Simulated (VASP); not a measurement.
# LiH (Fm-3m) in VASP: relaxation of cell and atoms with r2SCAN

Aim: the relaxation of cell and atoms of LiH with r2SCAN.

All numbers are computed with VASP 6.6.1; they aren't measurements. Logs are shortened: lines on timing, memory, paths and dates and some standing lists are left out, and cuts for length are marked.

**1. The cell of the first run**

It takes space group Fm-3m (No. 225, cubic). The conventional cell has a = 4.005 Å, b = 4.005 Å, c = 4.005 Å, α = 90.00°, β = 90.00°, γ = 90.00°. Within 2.7 Å of Li (site symmetry m-3m) lie 6 H at 2.00 Å. H (site symmetry m-3m) has 6 Li at 2.00 Å within 2.7 Å.

**2. Relaxation of cell and atoms, r2SCAN, target pressure 15 GPa, at which the enthalpy is minimised**

The input, POSCAR:

```
LiH
1.0
    2.0023268344      2.0023268344      0.0000000000
   -2.0023268344      2.0023268344      0.0000000000
    0.0000000000      2.0023268344      2.0023268344
Li H
1 1
Direct
    0.0000000000      0.0000000000      0.0000000000
    0.5000000000      0.5000000000      0.0000000000
```

The input, INCAR.step1:

```
SYSTEM = LiH
  PREC = Accurate
  ENCUT = 600
  ISMEAR = 0
  SIGMA = 0.01
  LREAL = .FALSE.
  LASPH = .TRUE.
  NELM = 60
  GGA = PE
  ALGO = Normal
  EDIFF = 1E-4
  LWAVE = .TRUE.
  LCHARG = .FALSE.
```

The input, INCAR.step2:

```
SYSTEM = LiH
  PREC = Accurate
  ENCUT = 600
  EDIFF = 1E-6
  ISMEAR = 0
  SIGMA = 0.01
  LREAL = .FALSE.
  LASPH = .TRUE.
  NELM = 60
  ALGO = Normal
  ISIF = 3
  LWAVE = .FALSE.
  LCHARG = .FALSE.
  METAGGA = R2SCAN
  LMIXTAU = .TRUE.
  IBRION = 2
  NSW = 100
  EDIFFG = -0.002
  PSTRESS = 150.0
  ISTART = 1
```

The input, KPOINTS:

```
regular mesh
0
G
  10 10 10
  0 0 0
```

Potentials or basis: VASP PAW PBE potentials, release 64 (Li_sv, H).

Command:

```console
$ cat potpaw_PBE.64/Li_sv/POTCAR potpaw_PBE.64/H/POTCAR > POTCAR
$ cp INCAR.step1 INCAR
$ mpirun -np 1 vasp_std > vasp.out
$ cp INCAR.step2 INCAR
$ mpirun -np 1 vasp_std > vasp.out
```

OUTCAR:

```text
SYSTEM = LiH
   PREC = Accurate
   ENCUT = 600
   EDIFF = 1E-6
   ISMEAR = 0
   LREAL = .FALSE.
   LASPH = .TRUE.
   NELM = 60
   ISIF = 3
   METAGGA = R2SCAN
   IBRION = 2
   NSW = 100
   EDIFFG = -0.002
   PSTRESS = 150.0
   ISTART = 1

 ion  position               nearest neighbor table
   1  0.000  0.000  0.000-
   2  0.500  0.500  0.000-

  LATTYP: Found a face centered cubic cell.
 ALAT       =     4.0046536688

  Lattice vectors:

 A1 = (   0.0000000000,   2.0023268344,   2.0023268344)
 A2 = (   2.0023268344,   0.0000000000,   2.0023268344)
 A3 = (   2.0023268344,   2.0023268344,   0.0000000000)

Analysis of symmetry for initial positions (statically):
=====================================================================
 Subroutine PRICEL returns:
 Original cell was already a primitive cell.

 Routine SETGRP: Setting up the symmetry group for a
 face centered cubic supercell.

 Subroutine GETGRP returns: Found 48 space group operations
 (whereof 48 operations were pure point group operations)
 out of a pool of 48 trial point group operations.

The static configuration has the point symmetry O_h .

Analysis of symmetry for dynamics (positions and initial velocities):
=====================================================================
 Subroutine PRICEL returns:
 Original cell was already a primitive cell.

 Routine SETGRP: Setting up the symmetry group for a
 face centered cubic supercell.

 Subroutine GETGRP returns: Found 48 space group operations
 (whereof 48 operations were pure point group operations)
 out of a pool of 48 trial point group operations.

The dynamic configuration has the point symmetry O_h .

 Subroutine INISYM returns: Found 48 space group operations
 (whereof 48 operations are pure point group operations),
 and found     1 'primitive' translations

----------------------------------------------------------------------------------------

                                     Primitive cell

  volume of cell :      16.0559

  direct lattice vectors                    reciprocal lattice vectors
     2.002326834  2.002326834  0.000000000     0.249709484  0.249709484 -0.249709484
    -2.002326834  2.002326834  0.000000000    -0.249709484  0.249709484 -0.249709484
     0.000000000  2.002326834  2.002326834     0.000000000  0.000000000  0.499418967

  length of vectors
     2.831717766  2.831717766  2.831717766     0.432509513  0.432509513  0.499418967

  position of ions in fractional coordinates (direct lattice)
     0.000000000  0.000000000  0.000000000
     0.500000000  0.500000000  0.000000000

  ion indices of the primitive-cell ions
   primitive index   ion index
                 1           1
                 2           2

----------------------------------------------------------------------------------------

 KPOINTS: regular mesh

Automatic generation of k-mesh.
 Grid dimensions read from file:
 generate k-points for:   10   10   10

 Generating k-lattice:

  Cartesian coordinates                     Fractional coordinates (reciprocal lattice)
     0.024970948  0.024970948 -0.024970948     0.100000000  0.000000000  0.000000000
    -0.024970948  0.024970948 -0.024970948     0.000000000  0.100000000  0.000000000
     0.000000000  0.000000000  0.049941897     0.000000000  0.000000000  0.100000000

  Length of vectors
     0.043250951  0.043250951  0.049941897

  Shift w.r.t. Gamma in fractional coordinates (k-lattice)
     0.000000000  0.000000000  0.000000000

 Subroutine IBZKPT returns following result:
 ===========================================

 Found     47 irreducible k-points:

 Following reciprocal coordinates:
            Coordinates               Weight
  0.000000  0.000000  0.000000      1.000000
  0.100000  0.000000  0.000000      8.000000
  0.200000  0.000000  0.000000      8.000000
  0.300000  0.000000  0.000000      8.000000
  0.400000  0.000000  0.000000      8.000000
  0.500000  0.000000  0.000000      4.000000
[... 16 lines left out ...]
  0.300000  0.300000  0.000000     12.000000
  0.400000  0.300000  0.000000     24.000000
 [... further k-points ...]
   k-points           NKPTS =     47   k-points in BZ     NKDIM =     47   number of bands    NBANDS=      6
   number of dos      NEDOS =    301   number of ions     NIONS =      2
   total plane-waves  NPLWV =  13824
   dimension x,y,z NGX =    24 NGY =   24 NGZ =   24
   dimension x,y,z NGXF=    48 NGYF=   48 NGZF=   48
   ions per type =               1   1
   NGX,Y,Z   is equivalent  to a cutoff of  14.09, 14.09, 14.09 a.u.
   NGXF,Y,Z  is equivalent  to a cutoff of  28.18, 28.18, 28.18 a.u.
 SYSTEM =  LiH
   PREC   = accura    normal or accurate (medium, high low for compatibility)
   ISTART =      1    job   : 0-new  1-cont  2-samecut
   ICHARG =      0    charge: 1-file 2-atom 10-const
   ISPIN  =      1    spin polarized calculation?
   LNONCOLLINEAR =      F non collinear calculations
   LSORBIT =      F    spin-orbit coupling
   LASPH  =      T    aspherical Exc in radial PAW
   ENCUT  =  600.0 eV  44.10 Ry    6.64 a.u.   5.66  5.66  5.66*2*pi/ulx,y,z
   NELM   =     60;   NELMIN=  2; NELMDL=  0     # of ELM steps
   EDIFF  = 0.1E-05   stopping-criterion for ELM
   LREAL  =      F    real-space projection
   EDIFFG = -.2E-02   stopping-criterion for IOM
   NSW    =    100    number of steps for IOM
   IBRION =      2    ionic relax: 0-MD 1-quasi-New 2-CG
   NFREE  =      1    steps in history (QN), initial steepest desc. (CG)
   ISIF   =      3    stress and relaxation
   ISYM   =      2    0-nonsym 1-usesym 2-fastsym
   POTIM  = 0.5000    time-step for ionic-motion
   TEBEG  =    0.0;   TEEND  =   0.0 temperature during run
   PSTRESS=  150.0 pullay stress
   NELECT =       4.0000    total number of electrons
   NUPDOWN=      -1.0000    fix difference up-down
   EMIN   =  10.00;   EMAX   =-10.00  energy-range for DOS
   EFERMI =   0.00;   METHOD = LEGACY
   ISMEAR =     0;   SIGMA  =   0.01  broadening in eV -4-tet -1-fermi 0-gaus
   EFERMI_NEDOS =   21; number of points for ismear=-14 and -15
   IALGO  =     38    algorithm
   IMIX   =      4    mixing-type and parameters
     AMIX     =   0.40;   BMIX     =  1.00
     AMIX_MAG =   1.60;   BMIX_MAG =  1.00
  volume/ion in A,a.u.               =       8.03        54.18
  Fermi-wavevector in a.u.,A,eV,Ry     =   1.030109  1.946624 14.437477  1.061125
  Thomas-Fermi vector in A             =   2.164191
   LORBIT       =      0    0 simple, 1 ext, 2 COOP (PROOUT), +10 PAW based schemes
   METAGGA = R2SCAN    functional components
   LHFCALC =     F    Hartree Fock is set to
   AEXX    =    0.0000 exact exchange contribution
   IVDW    =     0    specifies the selected vdW correction
   LEPSILON=     F    determine dielectric tensor
   LRPA    =     F    only Hartree local field effects (RPA)
 conjugate gradient relaxation of ions
 non-spin polarized calculation
 Gauss-broadening in eV      SIGMA  =   0.01
  energy-cutoff  :      600.00
  volume of cell :       16.06
 maximum number of plane-waves:       548
   NGX = 11   NGY = 11   NGZ = 11

--------------------------------------- Ionic step        1  -------------------------------------------

 number of electron       3.9999995 magnetization

 Free energy of the ion-electron system (eV)
  ---------------------------------------------------
  ext. energy  EPLUGINS =         0.00000000
  ---------------------------------------------------
  free energy    TOTEN  =        -6.81999781 eV

  energy without entropy =       -6.81999781  energy(sigma->0) =       -6.81999781

 E-fermi :  -0.1031     XC(G=0):  -8.8349

 val. band max:       -0.1711419664   @ k =   0.5000   0.5000   0.0000
 cond. band min:       3.4046852948   @ k =   0.5000   0.5000   0.0000
 fundamental gap:      3.5758272612
 Fermi energy:        -0.1031180164

 k-point     1 :       0.0000    0.0000    0.0000
  band No.  band energies     occupation
      1     -45.9065      2.00000
      2      -5.6283      2.00000
      3      17.4932      0.00000
      4      19.2506      0.00000
      5      19.2509      0.00000
      6      19.2512      0.00000
[... 199 lines left out ...]
 k-point    24 :       0.4000    0.3000    0.0000
  band No.  band energies     occupation
      1     -45.8504      2.00000
      2      -1.1839      2.00000
      3       5.2411      0.00000
      4       8.2723      0.00000
      5      13.4087      0.00000
      6      17.5744      0.00000

 [... further k-points ...]

------------------------ aborting loop because EDIFF is reached ----------------------------------------

  FORCE on cell =-STRESS in cart. coord.  units (eV):
  Direction    XX          YY          ZZ          XY          YZ          ZX
  --------------------------------------------------------------------------------------
  -------------------------------------------------------------------------------------
  Total       -0.0317166     -0.0317166     -0.0317166      0.0000000     -0.0000000      0.0000000
  in kB       -3.1649167     -3.1649167     -3.1649167      0.0000000     -0.0000000      0.0000000
  external PRESSURE =    -153.1649167 kB  Pullay stress =     150.0000000 kB
[... 97 lines left out ...]
  energy  without entropy=       -6.7000246115  energy(sigma->0) =       -6.70002461

  enthalpy is  TOTEN    =        -5.5297150055 eV   P V=        1.1703096059

[... ionic steps 4 to 17 ...]

--------------------------------------- Ionic step       18  -------------------------------------------

 number of electron       4.0000001 magnetization

------------------------ aborting loop because EDIFF is reached ----------------------------------------
[... 71 lines left out ...]
--------------------------------------- Ionic step       20  -------------------------------------------

 number of electron       4.0000001 magnetization

 Free energy of the ion-electron system (eV)
  ---------------------------------------------------
  ext. energy  EPLUGINS =         0.00000000
  ---------------------------------------------------
  free energy    TOTEN  =        -6.68077884 eV

  energy without entropy =       -6.68077884  energy(sigma->0) =       -6.68077884

 E-fermi :   1.4421     XC(G=0):  -9.8057

 val. band max:        1.2399465011   @ k =   0.5000   0.5000   0.0000
 cond. band min:       4.5977742720   @ k =   0.5000   0.5000   0.0000
 fundamental gap:      3.3578277708
 Fermi energy:         1.4421022385

 k-point     1 :       0.0000    0.0000    0.0000
  band No.  band energies     occupation
      1     -44.3589      2.00000
      2      -5.2817      2.00000
      3      22.8867      0.00000
      4      23.7918      0.00000
      5      23.7919      0.00000
      6      23.7920      0.00000
[... 199 lines left out ...]
 k-point    24 :       0.4000    0.3000    0.0000
  band No.  band energies     occupation
      1     -44.2095      2.00000
      2      -0.2038      2.00000
      3       6.8678      0.00000
      4      10.8083      0.00000
      5      16.6672      0.00000
      6      22.3847      0.00000

 [... further k-points ...]

------------------------ aborting loop because EDIFF is reached ----------------------------------------

  FORCE on cell =-STRESS in cart. coord.  units (eV):
  Direction    XX          YY          ZZ          XY          YZ          ZX
  --------------------------------------------------------------------------------------
  -------------------------------------------------------------------------------------
  Total        1.1487053      1.1487053      1.1487053     -0.0000000     -0.0000000     -0.0000000
  in kB      149.8094212    149.8094212    149.8094212     -0.0000000     -0.0000000     -0.0000000
  external PRESSURE =      -0.1905788 kB  Pullay stress =     150.0000000 kB
[... 21 lines left out ...]
  energy  without entropy=       -6.6807788447  energy(sigma->0) =       -6.68077884

  enthalpy is  TOTEN    =        -5.5306121949 eV   P V=        1.1501666498

 reached required accuracy - stopping structural energy minimisation
```

Run time: 61 s. Hardware: 1 thread of Intel Xeon 6975P-C (Granite Rapids), shared host; peak memory 0.13 GiB.

Results:

```yaml
Free_energy: -6.6808 eV
Relaxed_volume: 6.14 Å³/atom
Relaxed_cell: a = 2.590 Å, b = 2.590 Å, c = 2.590 Å, α = 60.00°, β = 60.00°, γ = 90.00°
Space_group_after_relaxing_to_0.1_Å: Fm-3m (No. 225)
Energy_change_on_relaxing_the_run_minimises_the_enthalpy: +69.6 meV/atom
Ionic_steps: 20
Pressure_after_relaxing: 15.0 GPa
Band_gap_on_the_k_mesh: 3.36 eV
```

The path:
| step | energy change (eV) | largest force (eV/Å) | pressure (GPa) | volume (Å³) |
| --- | --- | --- | --- | --- |
| 1 | 0.0000 | 0.0000 | -0.32 | 16.06 |
| 2 | 0.0225 | 0.0000 | 4.64 | 14.34 |
| 3 | 0.1200 | 0.0000 | 13.37 | 12.50 |
| 4 | 0.1452 | 0.0000 | 15.46 | 12.22 |
| 5 | 0.1385 | 0.0000 | 14.91 | 12.29 |
| 6 | 0.1385 | 0.0000 | 14.92 | 12.29 |
| 7 | 0.1385 | 0.0000 | 14.92 | 12.29 |
| 8 | 0.1385 | 0.0000 | 14.92 | 12.29 |
| 9 | 0.1385 | 0.0000 | 14.92 | 12.29 |
| 10 | 0.1385 | 0.0000 | 14.92 | 12.29 |
| 11 | 0.1385 | 0.0000 | 14.92 | 12.29 |
| 12 | 0.1385 | 0.0000 | 14.92 | 12.29 |
| 13 | 0.1385 | 0.0000 | 14.92 | 12.29 |
| 14 | 0.1385 | 0.0000 | 14.92 | 12.29 |
| 15 | 0.1385 | 0.0000 | 14.92 | 12.29 |
| 16 | 0.1386 | 0.0000 | 14.92 | 12.29 |
| 17 | 0.1386 | 0.0000 | 14.92 | 12.29 |
| 18 | 0.1387 | 0.0000 | 14.93 | 12.29 |
| 19 | 0.1389 | 0.0000 | 14.95 | 12.29 |
| 20 | 0.1392 | 0.0000 | 14.98 | 12.29 |

Final structure:
```
Li H
1.0
     1.83140    1.83140    0.00000
    -1.83140    1.83140    0.00000
     0.00000    1.83140    1.83140
Li H
1 1
Direct
  0.00000 0.00000 0.00000
  0.50000 0.50000 0.00000
```

Levels at points of the mesh, in eV from the valence-band top:
```
           k point  band 1  band 2  band 3  band 4  band 5  band 6
(0.00, 0.00, 0.00)  -45.60   -6.52   21.65   22.55   22.55   22.55
(0.50, 0.00, 0.00)  -45.48   -3.52    6.43   17.61   20.99   20.99
(0.50, 0.50, 0.00)  -45.44    0.00    3.36   13.24   13.24   16.90
```

Caveat: the cutoff is under 1.25 times the usual one of these potentials, so pressure, stress and relaxed cells hold a basis-set (Pulay) error; the cell is relaxed towards a set pressure, so the run minimises the enthalpy, not the energy; the volume moved by over 15 % at a fixed basis, so the end points are rough; the PAW data sets were made with another functional, which shifts forces and pressure a little.
